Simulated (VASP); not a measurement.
# NaCl (Fm-3m) in VASP: further runs

The runs below take NaCl through single point, with r2SCAN, HSE06, PBE-based screened hybrid with 20 % exact exchange, PBE-based screened hybrid with 30 % exact exchange, PBE-based screened hybrid with 35 % exact exchange.

All numbers are computed with VASP 6.6.1; they aren't measurements. Logs are shortened: lines on timing, memory, paths and dates and some standing lists are left out, and cuts for length are marked.

## Step 1: The cell of the first run

Symmetry: Fm-3m, No. 225, cubic system. The conventional cell has a = 5.605 Å, b = 5.605 Å, c = 5.605 Å, α = 90.00°, β = 90.00°, γ = 90.00°. Na (site symmetry m-3m) has 6 Cl at 2.80 Å within 3.7 Å. Within 3.7 Å of Cl (site symmetry m-3m) lie 6 Na at 2.80 Å.

## Step 2: Single point, r2SCAN

POSCAR reads:

```
NaCl
1.0
    0.0000000000      2.8027319616      2.8027319616
    2.8027319616      0.0000000000      2.8027319616
    2.8027319616      2.8027319616      0.0000000000
Na Cl
1 1
Direct
    0.0000000000      0.0000000000      0.0000000000
    0.5000000000      0.5000000000      0.5000000000
```

INCAR.step1 reads:

```
SYSTEM = NaCl
PREC = Accurate
ENCUT = 520
ISMEAR = 1
SIGMA = 0.001
LREAL = .FALSE.
LASPH = .TRUE.
NELM = 80
NBANDS = 14
GGA = PE
ALGO = Normal
EDIFF = 1E-4
LWAVE = .TRUE.
LCHARG = .FALSE.
```

INCAR.step2 reads:

```
SYSTEM = NaCl
PREC = Accurate
ENCUT = 520
EDIFF = 1E-6
ISMEAR = 1
SIGMA = 0.001
LREAL = .FALSE.
LASPH = .TRUE.
NELM = 80
ALGO = Normal
ISIF = 2
LWAVE = .FALSE.
LCHARG = .FALSE.
METAGGA = R2SCAN
LMIXTAU = .TRUE.
NBANDS = 14
ISTART = 1
```

KPOINTS reads:

```
regular mesh
0
G
  6 6 6
  0 0 0
```

Potentials or basis: VASP PAW PBE potentials, release 64 (Na_pv, Cl).

On the command line:

```
> cat potpaw_PBE.64/Na_pv/POTCAR potpaw_PBE.64/Cl/POTCAR > POTCAR
> cp INCAR.step1 INCAR
> mpirun -np 1 vasp_std > vasp.out
> cp INCAR.step2 INCAR
> mpirun -np 1 vasp_std > vasp.out
```

OUTCAR:

```text
SYSTEM = NaCl
   PREC = Accurate
   ENCUT = 520
   EDIFF = 1E-6
   ISMEAR = 1
   LREAL = .FALSE.
   LASPH = .TRUE.
   NELM = 80
   ISIF = 2
   METAGGA = R2SCAN
   ISTART = 1

 ion  position               nearest neighbor table
   1  0.000  0.000  0.000-
   2  0.500  0.500  0.500-

  LATTYP: Found a face centered cubic cell.
 ALAT       =     5.6054639232

  Lattice vectors:

 A1 = (   0.0000000000,   2.8027319616,   2.8027319616)
 A2 = (   2.8027319616,   0.0000000000,   2.8027319616)
 A3 = (   2.8027319616,   2.8027319616,   0.0000000000)

Analysis of symmetry for initial positions (statically):
=====================================================================
 Subroutine PRICEL returns:
 Original cell was already a primitive cell.

 Routine SETGRP: Setting up the symmetry group for a
 face centered cubic supercell.

 Subroutine GETGRP returns: Found 48 space group operations
 (whereof 48 operations were pure point group operations)
 out of a pool of 48 trial point group operations.

The static configuration has the point symmetry O_h .

Analysis of symmetry for dynamics (positions and initial velocities):
=====================================================================
 Subroutine PRICEL returns:
 Original cell was already a primitive cell.

 Routine SETGRP: Setting up the symmetry group for a
 face centered cubic supercell.

 Subroutine GETGRP returns: Found 48 space group operations
 (whereof 48 operations were pure point group operations)
 out of a pool of 48 trial point group operations.

The dynamic configuration has the point symmetry O_h .

 Subroutine INISYM returns: Found 48 space group operations
 (whereof 48 operations are pure point group operations),
 and found     1 'primitive' translations

----------------------------------------------------------------------------------------

                                     Primitive cell

  volume of cell :      44.0326

  direct lattice vectors                    reciprocal lattice vectors
     0.000000000  2.802731962  2.802731962    -0.178397366  0.178397366  0.178397366
     2.802731962  0.000000000  2.802731962     0.178397366 -0.178397366  0.178397366
     2.802731962  2.802731962  0.000000000     0.178397366  0.178397366 -0.178397366

  length of vectors
     3.963661552  3.963661552  3.963661552     0.308993302  0.308993302  0.308993302

  position of ions in fractional coordinates (direct lattice)
     0.000000000  0.000000000  0.000000000
     0.500000000  0.500000000  0.500000000

  ion indices of the primitive-cell ions
   primitive index   ion index
                 1           1
                 2           2

----------------------------------------------------------------------------------------

 KPOINTS: regular mesh

Automatic generation of k-mesh.
 Grid dimensions read from file:
 generate k-points for:    6    6    6

 Generating k-lattice:

  Cartesian coordinates                     Fractional coordinates (reciprocal lattice)
    -0.029732894  0.029732894  0.029732894     0.166666667  0.000000000  0.000000000
     0.029732894 -0.029732894  0.029732894     0.000000000  0.166666667  0.000000000
     0.029732894  0.029732894 -0.029732894     0.000000000  0.000000000  0.166666667

  Length of vectors
     0.051498884  0.051498884  0.051498884

  Shift w.r.t. Gamma in fractional coordinates (k-lattice)
     0.000000000  0.000000000  0.000000000

 Subroutine IBZKPT returns following result:
 ===========================================

 Found     16 irreducible k-points:

 Following reciprocal coordinates:
            Coordinates               Weight
  0.000000  0.000000  0.000000      1.000000
  0.166667  0.000000  0.000000      8.000000
  0.333333  0.000000  0.000000      8.000000
  0.500000  0.000000  0.000000      4.000000
  0.166667  0.166667  0.000000      6.000000
  0.333333  0.166667  0.000000     24.000000
[... 8 lines left out ...]
 -0.333333  0.333333  0.166667     24.000000
 -0.333333  0.500000  0.166667     12.000000
   k-points           NKPTS =     16   k-points in BZ     NKDIM =     16   number of bands    NBANDS=     14
   number of dos      NEDOS =    301   number of ions     NIONS =      2
   total plane-waves  NPLWV =  27000
   dimension x,y,z NGX =    30 NGY =   30 NGZ =   30
   dimension x,y,z NGXF=    60 NGYF=   60 NGZF=   60
   ions per type =               1   1
   NGX,Y,Z   is equivalent  to a cutoff of  12.58, 12.58, 12.58 a.u.
   NGXF,Y,Z  is equivalent  to a cutoff of  25.17, 25.17, 25.17 a.u.
 SYSTEM =  NaCl
   PREC   = accura    normal or accurate (medium, high low for compatibility)
   ISTART =      1    job   : 0-new  1-cont  2-samecut
   ICHARG =      0    charge: 1-file 2-atom 10-const
   ISPIN  =      1    spin polarized calculation?
   LNONCOLLINEAR =      F non collinear calculations
   LSORBIT =      F    spin-orbit coupling
   LASPH  =      T    aspherical Exc in radial PAW
   ENCUT  =  520.0 eV  38.22 Ry    6.18 a.u.   7.37  7.37  7.37*2*pi/ulx,y,z
   NELM   =     80;   NELMIN=  2; NELMDL=  0     # of ELM steps
   EDIFF  = 0.1E-05   stopping-criterion for ELM
   LREAL  =      F    real-space projection
[... 7 lines left out ...]
   TEBEG  =    0.0;   TEEND  =   0.0 temperature during run
   PSTRESS=    0.0 pullay stress
   NELECT =      14.0000    total number of electrons
   NUPDOWN=      -1.0000    fix difference up-down
   EMIN   =  10.00;   EMAX   =-10.00  energy-range for DOS
   EFERMI =   0.00;   METHOD = LEGACY
   ISMEAR =     1;   SIGMA  =   0.00  broadening in eV -4-tet -1-fermi 0-gaus
   EFERMI_NEDOS =   21; number of points for ismear=-14 and -15
   IALGO  =     38    algorithm
   IMIX   =      4    mixing-type and parameters
     AMIX     =   0.40;   BMIX     =  1.00
     AMIX_MAG =   1.60;   BMIX_MAG =  1.00
  volume/ion in A,a.u.               =      22.02       148.57
  Fermi-wavevector in a.u.,A,eV,Ry     =   1.117359  2.111502 16.986744  1.248490
  Thomas-Fermi vector in A             =   2.253981
   LORBIT       =      0    0 simple, 1 ext, 2 COOP (PROOUT), +10 PAW based schemes
   METAGGA = R2SCAN    functional components
   LHFCALC =     F    Hartree Fock is set to
   AEXX    =    0.0000 exact exchange contribution
   IVDW    =     0    specifies the selected vdW correction
   LEPSILON=     F    determine dielectric tensor
   LRPA    =     F    only Hartree local field effects (RPA)
 non-spin polarized calculation
 Methfessel and Paxton  Order N= 1 SIGMA  =   0.00
  energy-cutoff  :      520.00
  volume of cell :       44.03
 maximum number of plane-waves:      1243
 NGX is ok and might be reduce to    30
   NGX = 15   NGY = 15   NGZ = 15

 number of electron      14.0000003 magnetization

 Free energy of the ion-electron system (eV)
  ---------------------------------------------------
  ext. energy  EPLUGINS =         0.00000000
  ---------------------------------------------------
  free energy    TOTEN  =       -13.79007309 eV

  energy without entropy =      -13.79007309  energy(sigma->0) =      -13.79007309

 E-fermi :  -0.9527     XC(G=0):  -8.7307

 val. band max:       -1.0573616336   @ k =   0.0000   0.0000   0.0000
 cond. band min:       4.9408032640   @ k =   0.0000   0.0000   0.0000
 fundamental gap:      5.9981648976
 Fermi energy:        -0.9527099295

 k-point     1 :       0.0000    0.0000    0.0000
  band No.  band energies     occupation
      1     -22.5428      2.00000
      2     -22.5425      2.00000
      3     -22.5425      2.00000
      4     -14.3222      2.00000
      5      -1.0574      2.00000
      6      -1.0574      2.00000
      7      -1.0574      2.00000
      8       4.9408      0.00000
      9      10.7204      0.00000
     10      10.7204      0.00000
     11      10.7204      0.00000
     12      12.9929      0.00000
     13      12.9929      0.00000
     14      14.6262      0.00000

 k-point     2 :       0.1667    0.0000    0.0000
  band No.  band energies     occupation
      1     -22.5503      2.00000
      2     -22.5433      2.00000
      3     -22.5430      2.00000
      4     -14.2360      2.00000
      5      -1.6605      2.00000
      6      -1.1330      2.00000
      7      -1.1330      2.00000
      8       5.7548      0.00000
      9       9.9459      0.00000
     10      11.0454      0.00000
     11      11.0456      0.00000
     12      12.7314      0.00000
     13      12.7315      0.00000
     14      16.0008      0.00000

 k-point     3 :       0.3333    0.0000    0.0000
  band No.  band energies     occupation
      1     -22.5658      2.00000
      2     -22.5443      2.00000
      3     -22.5440      2.00000
      4     -14.0560      2.00000
      5      -2.6226      2.00000
      6      -1.2773      2.00000
      7      -1.2773      2.00000
      8       6.7911      0.00000
      9       9.9248      0.00000
     10      10.9640      0.00000
     11      10.9643      0.00000
     12      13.8511      0.00000
     13      13.8512      0.00000
     14      15.3941      0.00000
[... 188 lines left out ...]
 k-point    15 :      -0.3333    0.3333    0.1667
  band No.  band energies     occupation
      1     -22.5633      2.00000
      2     -22.5539      2.00000
      3     -22.5487      2.00000
      4     -13.9107      2.00000
      5      -2.5761      2.00000
      6      -2.0844      2.00000
      7      -1.6169      2.00000
      8       8.6004      0.00000
      9       9.0934      0.00000
     10       9.7056      0.00000
     11      11.7872      0.00000
     12      14.1207      0.00000
     13      15.7277      0.00000
     14      16.5744      0.00000

 k-point    16 :      -0.3333    0.5000    0.1667
  band No.  band energies     occupation
      1     -22.5599      2.00000
      2     -22.5538      2.00000
      3     -22.5526      2.00000
      4     -13.8979      2.00000
      5      -2.5543      2.00000
      6      -2.0089      2.00000
      7      -1.7978      2.00000
      8       8.3211      0.00000
      9       8.4496      0.00000
     10      10.3053      0.00000
     11      12.0502      0.00000
     12      15.3959      0.00000
     13      16.1682      0.00000
     14      16.3648      0.00000

------------------------ aborting loop because EDIFF is reached ----------------------------------------

  FORCE on cell =-STRESS in cart. coord.  units (eV):
  Direction    XX          YY          ZZ          XY          YZ          ZX
  --------------------------------------------------------------------------------------
  -------------------------------------------------------------------------------------
  Total       -0.0411653     -0.0411653     -0.0411653      0.0000000      0.0000000     -0.0000000
  in kB       -1.4978477     -1.4978477     -1.4978477      0.0000000      0.0000000     -0.0000000
  external PRESSURE =      -1.4978477 kB  Pullay stress =       0.0000000 kB

 VOLUME and BASIS-vectors are now :
 -----------------------------------------------------------------------------
  energy-cutoff  :      520.00
  volume of cell :       44.03
      direct lattice vectors                 reciprocal lattice vectors
     0.000000000  2.802731962  2.802731962    -0.178397366  0.178397366  0.178397366
     2.802731962  0.000000000  2.802731962     0.178397366 -0.178397366  0.178397366
     2.802731962  2.802731962  0.000000000     0.178397366  0.178397366 -0.178397366

 POSITION                                       TOTAL-FORCE (eV/Angst)
 -----------------------------------------------------------------------------------
      0.00000      0.00000      0.00000         0.000000     -0.000000     -0.000000
      2.80273      2.80273      2.80273        -0.000000      0.000000      0.000000
 -----------------------------------------------------------------------------------
    total drift:                               -0.000000      0.000000      0.000000

  FREE ENERGIE OF THE ION-ELECTRON SYSTEM (eV)
  ---------------------------------------------------
  free  energy   TOTEN  =       -13.7900730930 eV

  energy  without entropy=      -13.7900730930  energy(sigma->0) =      -13.79007309
```

Wall time 30 s (1 thread of AMD EPYC 9R45 (Zen 5), shared host); peak memory 0.14 GiB.

What came out:

| Property | Result |
| --- | --- |
| Free energy | -13.7901 eV |
| Pressure | -0.1 GPa |
| Band gap on the k mesh | 6.00 eV |

Levels at points of the mesh, in eV from the valence-band top:
```
           k point  band 4  band 5  band 6  band 7  band 8  band 9  band 10  band 11
(0.00, 0.00, 0.00)  -13.26    0.00    0.00    0.00    6.00   11.78    11.78    11.78
(0.50, 0.00, 0.00)  -12.90   -1.98   -0.29   -0.29    7.98   11.77    11.81    11.81
(0.50, 0.50, 0.00)  -12.85   -1.73   -0.63   -0.63    8.50    8.60    12.35    16.09
```

Caveat: the PAW data sets were made with another functional, which shifts forces and pressure a little.

[end of part 1 of 2]
